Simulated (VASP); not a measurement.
# Bi in VASP: single point with LDA

Aim: the single point of Bi with LDA.

Program: VASP 6.6.1. These are calculated values, not measurements. Logs are shortened: lines on timing, memory, paths and dates and some standing lists are left out, and cuts for length are marked.

### Step 1. The cell of the first run

The cell holds a slab with vacuum, 2 atoms: a = 4.419 Å, b = 4.419 Å, c = 28.000 Å, α = 90.00°, β = 90.00°, γ = 120.00°.

### Step 2. Single point, LDA

Contents of INCAR:

```
ALGO = Normal ; DIPOL = 0.5 0.5 0.500
EDIFF = 1E-6 ; ENCUT = 520
IDIPOL = 3 ; ISIF = 2
ISMEAR = 0 ; LASPH = True
LCHARG = False ; LDIPOL = True
LREAL = False ; LWAVE = False
NBANDS = 22 ; NELM = 80
PREC = Accurate ; SIGMA = 0.02
```

Contents of KPOINTS:

```
k-points
0
Gamma
  9 9 1
```

Contents of POSCAR:

```
Bi
1.0
    4.4190000000      0.0000000000      0.0000000000
   -2.2095000000      3.8269662593      0.0000000000
    0.0000000000      0.0000000000     28.0000000000
Bi
2
Direct
    0.3333333333      0.6666666667      0.5000000000
    0.6666666667      0.3333333333      0.5000000000
```

Potentials or basis: VASP PAW LDA potentials, release 64 (Bi_d).

On the command line:

```bash
$ cat potpaw_LDA.64/Bi_d/POTCAR > POTCAR
$ mpirun -np 1 vasp_std > vasp.out
```

OUTCAR:

```text
EDIFF = 1E-6
   ENCUT = 520
   ISIF = 2
   ISMEAR = 0
   LASPH = True
   LREAL = False
   NELM = 80
   PREC = Accurate

 ion  position               nearest neighbor table
   1  0.333  0.667  0.500-   2 2.55   2 2.55   2 2.55
   2  0.667  0.333  0.500-   1 2.55   1 2.55   1 2.55

  LATTYP: Found a hexagonal cell.
 ALAT       =     4.4190000000
 C/A-ratio  =     6.3362751754

  Lattice vectors:

 A1 = (   4.4190000000,   0.0000000000,   0.0000000000)
 A2 = (  -2.2095000000,   3.8269662593,   0.0000000000)
 A3 = (   0.0000000000,   0.0000000000,  28.0000000000)

Analysis of symmetry for initial positions (statically):
=====================================================================
 Subroutine PRICEL returns:
 Original cell was already a primitive cell.

 Routine SETGRP: Setting up the symmetry group for a
 hexagonal supercell.

 Subroutine GETGRP returns: Found 24 space group operations
 (whereof 24 operations were pure point group operations)
 out of a pool of 24 trial point group operations.

The static configuration has the point symmetry D_6h.

Analysis of symmetry for dynamics (positions and initial velocities):
=====================================================================
 Subroutine PRICEL returns:
 Original cell was already a primitive cell.

 Routine SETGRP: Setting up the symmetry group for a
 hexagonal supercell.

 Subroutine GETGRP returns: Found 24 space group operations
 (whereof 24 operations were pure point group operations)
 out of a pool of 24 trial point group operations.

The dynamic configuration has the point symmetry D_6h.

 Subroutine INISYM returns: Found 24 space group operations
 (whereof 24 operations are pure point group operations),
 and found     1 'primitive' translations

----------------------------------------------------------------------------------------

                                     Primitive cell

  volume of cell :     473.5182

  direct lattice vectors                    reciprocal lattice vectors
     4.419000000  0.000000000  0.000000000     0.226295542  0.130651792  0.000000000
    -2.209500000  3.826966259  0.000000000     0.000000000  0.261303584  0.000000000
     0.000000000  0.000000000 28.000000000     0.000000000  0.000000000  0.035714286

  length of vectors
     4.419000000  4.419000000 28.000000000     0.261303584  0.261303584  0.035714286

  position of ions in fractional coordinates (direct lattice)
     0.333333333  0.666666667  0.500000000
     0.666666667  0.333333333  0.500000000

  ion indices of the primitive-cell ions
   primitive index   ion index
                 1           1
                 2           2

----------------------------------------------------------------------------------------

 KPOINTS: k-points

Automatic generation of k-mesh.
 Grid dimensions read from file:
 generate k-points for:    9    9    1

 Generating k-lattice:

  Cartesian coordinates                     Fractional coordinates (reciprocal lattice)
     0.025143949  0.014516866  0.000000000     0.111111111  0.000000000  0.000000000
     0.000000000  0.029033732  0.000000000     0.000000000  0.111111111  0.000000000
     0.000000000  0.000000000  0.035714286     0.000000000  0.000000000  1.000000000

  Length of vectors
     0.029033732  0.029033732  0.035714286

  Shift w.r.t. Gamma in fractional coordinates (k-lattice)
     0.000000000  0.000000000  0.000000000

 Subroutine IBZKPT returns following result:
 ===========================================

 Found     12 irreducible k-points:

 Following reciprocal coordinates:
            Coordinates               Weight
  0.000000  0.000000  0.000000      1.000000
  0.111111  0.000000  0.000000      6.000000
  0.222222  0.000000  0.000000      6.000000
  0.333333  0.000000  0.000000      6.000000
  0.444444  0.000000  0.000000      6.000000
  0.111111  0.111111  0.000000      6.000000
  0.222222  0.111111  0.000000     12.000000
  0.333333  0.111111  0.000000     12.000000
  0.444444  0.111111  0.000000      6.000000
  0.222222  0.222222  0.000000      6.000000
  0.333333  0.222222  0.000000     12.000000
  0.333333  0.333333  0.000000      2.000000
   k-points           NKPTS =     12   k-points in BZ     NKDIM =     12   number of bands    NBANDS=     22
   number of dos      NEDOS =    301   number of ions     NIONS =      2
   total plane-waves  NPLWV = 272160
   dimension x,y,z NGX =    36 NGY =   36 NGZ =  210
   dimension x,y,z NGXF=    72 NGYF=   72 NGZF=  420
   ions per type =               2
   NGX,Y,Z   is equivalent  to a cutoff of  13.54, 13.54, 12.47 a.u.
   NGXF,Y,Z  is equivalent  to a cutoff of  27.09, 27.09, 24.94 a.u.
 SYSTEM =  unknown system
   PREC   = accura    normal or accurate (medium, high low for compatibility)
   ISTART =      0    job   : 0-new  1-cont  2-samecut
   ICHARG =      2    charge: 1-file 2-atom 10-const
   ISPIN  =      1    spin polarized calculation?
   LNONCOLLINEAR =      F non collinear calculations
   LSORBIT =      F    spin-orbit coupling
   LASPH  =      T    aspherical Exc in radial PAW
   ENCUT  =  520.0 eV  38.22 Ry    6.18 a.u.   8.22  8.22 52.06*2*pi/ulx,y,z
   NELM   =     80;   NELMIN=  2; NELMDL= -5     # of ELM steps
   EDIFF  = 0.1E-05   stopping-criterion for ELM
   LREAL  =      F    real-space projection
   EDIFFG = 0.1E-04   stopping-criterion for IOM
   NSW    =      0    number of steps for IOM
   IBRION =     -1    ionic relax: 0-MD 1-quasi-New 2-CG
   NFREE  =      0    steps in history (QN), initial steepest desc. (CG)
   ISIF   =      2    stress and relaxation
   ISYM   =      2    0-nonsym 1-usesym 2-fastsym
   POTIM  = 0.5000    time-step for ionic-motion
   TEBEG  =    0.0;   TEEND  =   0.0 temperature during run
   PSTRESS=    0.0 pullay stress
   NELECT =      30.0000    total number of electrons
   NUPDOWN=      -1.0000    fix difference up-down
   EMIN   =  10.00;   EMAX   =-10.00  energy-range for DOS
   EFERMI =   0.00;   METHOD = LEGACY
   ISMEAR =     0;   SIGMA  =   0.02  broadening in eV -4-tet -1-fermi 0-gaus
   EFERMI_NEDOS =   21; number of points for ismear=-14 and -15
   IALGO  =     38    algorithm
   IMIX   =      4    mixing-type and parameters
     AMIX     =   0.40;   BMIX     =  1.00
     AMIX_MAG =   1.60;   BMIX_MAG =  1.00
  volume/ion in A,a.u.               =     236.76      1597.73
  Fermi-wavevector in a.u.,A,eV,Ry     =   0.652634  1.233299  5.795145  0.425931
  Thomas-Fermi vector in A             =   1.722617
   LORBIT       =      0    0 simple, 1 ext, 2 COOP (PROOUT), +10 PAW based schemes
   GGA     = CA    functional components
   LHFCALC =     F    Hartree Fock is set to
   AEXX    =    0.0000 exact exchange contribution
   IVDW    =     0    specifies the selected vdW correction
   LEPSILON=     F    determine dielectric tensor
   LRPA    =     F    only Hartree local field effects (RPA)
 non-spin polarized calculation
 Gauss-broadening in eV      SIGMA  =   0.02
  energy-cutoff  :      520.00
  volume of cell :      473.52
 maximum number of plane-waves:     12790
 NGX is ok and might be reduce to    36
   NGX = 17   NGY = 17   NGZ =105

 dipolmoment           0.000000      0.000000      0.000000 electrons x Angstroem

 number of electron      30.0000015 magnetization

 dipolmoment           0.000000      0.000000     -0.000000 electrons x Angstroem

 Free energy of the ion-electron system (eV)
  ---------------------------------------------------
  ext. energy  EPLUGINS =         0.00000000
  ---------------------------------------------------
  free energy    TOTEN  =        -5.11231611 eV

  energy without entropy =       -5.11231611  energy(sigma->0) =       -5.11231611

 E-fermi :  -2.7391     XC(G=0):  -1.7745

 val. band max:       -2.8471870952   @ k =   0.4444   0.1111   0.0000
 cond. band min:      -2.5838860200   @ k =   0.4444   0.0000   0.0000
 fundamental gap:      0.2633010751
 Fermi energy:        -2.7390823700

 k-point     1 :       0.0000    0.0000    0.0000
  band No.  band energies     occupation
      1     -26.3430      2.00000
      2     -26.3311      2.00000
      3     -26.3311      2.00000
      4     -26.0307      2.00000
      5     -26.0307      2.00000
      6     -25.7290      2.00000
[... 14 lines left out ...]
     21       1.5711      0.00000
     22       1.9765      0.00000

 k-point     2 :       0.1111    0.0000    0.0000
  band No.  band energies     occupation
      1     -26.4037      2.00000
      2     -26.3981      2.00000
      3     -26.3336      2.00000
      4     -26.0372      2.00000
      5     -26.0196      2.00000
      6     -25.6591      2.00000
[... 14 lines left out ...]
     21       1.7038      0.00000
     22       2.1004      0.00000

 k-point     3 :       0.2222    0.0000    0.0000
  band No.  band energies     occupation
      1     -26.5360      2.00000
      2     -26.5244      2.00000
      3     -26.3186      2.00000
      4     -26.0530      2.00000
      5     -25.9886      2.00000
      6     -25.5366      2.00000
[... 14 lines left out ...]
     21       2.0865      0.00000
     22       2.4666      0.00000
[... 176 lines left out ...]
 k-point    11 :       0.3333    0.2222    0.0000
  band No.  band energies     occupation
      1     -26.8595      2.00000
      2     -26.5103      2.00000
      3     -26.3632      2.00000
      4     -26.1021      2.00000
      5     -25.8413      2.00000
      6     -25.6784      2.00000
[... 14 lines left out ...]
     21       3.7666      0.00000
     22       3.9828      0.00000

 k-point    12 :       0.3333    0.3333    0.0000
  band No.  band energies     occupation
      1     -26.8913      2.00000
      2     -26.4326      2.00000
      3     -26.4326      2.00000
      4     -26.1096      2.00000
      5     -25.7602      2.00000
      6     -25.7602      2.00000
[... 14 lines left out ...]
     21       3.1012      0.00000
     22       4.3838      0.00000

------------------------ aborting loop because EDIFF is reached ----------------------------------------

 vacuum level on the upper side and lower side of the slab       (xc-potential included)        -0.006        -0.006

  FORCE on cell =-STRESS in cart. coord.  units (eV):
  Direction    XX          YY          ZZ          XY          YZ          ZX
  --------------------------------------------------------------------------------------
  -------------------------------------------------------------------------------------
  Total       20.1839269     20.1839269     -0.0353576      0.0000000      0.0000000      0.0000000
  in kB       68.2935330     68.2935330     -0.1196347      0.0000000      0.0000000      0.0000000
  external PRESSURE =      45.4891438 kB  Pullay stress =       0.0000000 kB

 VOLUME and BASIS-vectors are now :
 -----------------------------------------------------------------------------
  energy-cutoff  :      520.00
  volume of cell :      473.52
      direct lattice vectors                 reciprocal lattice vectors
     4.419000000  0.000000000  0.000000000     0.226295542  0.130651792  0.000000000
    -2.209500000  3.826966259  0.000000000     0.000000000  0.261303584  0.000000000
     0.000000000  0.000000000 28.000000000     0.000000000  0.000000000  0.035714286

 POSITION                                       TOTAL-FORCE (eV/Angst)
 -----------------------------------------------------------------------------------
     -0.00000      2.55131     14.00000        -0.000000      0.000000      0.000000
      2.20950      1.27566     14.00000         0.000000      0.000000      0.000000
 -----------------------------------------------------------------------------------
    total drift:                                0.000000      0.000000     -0.000000

  FREE ENERGIE OF THE ION-ELECTRON SYSTEM (eV)
  ---------------------------------------------------
  free  energy   TOTEN  =        -5.1123161097 eV

  energy  without entropy=       -5.1123161097  energy(sigma->0) =       -5.11231611

 vacuum level on the upper side and lower side of the slab         1.559         1.559
```

Run time: 5.4 min. Hardware: 1 thread of Intel Xeon 8259CL, shared host; peak memory 0.46 GiB.

What came out:

```yaml
Free_energy: -5.1123 eV
Band_gap_on_the_k_mesh: zero (bands 15 and 16 overlap by 0.78 eV)
```

Caveat: spin-orbit coupling is left out, which moves the levels of the heavy elements.
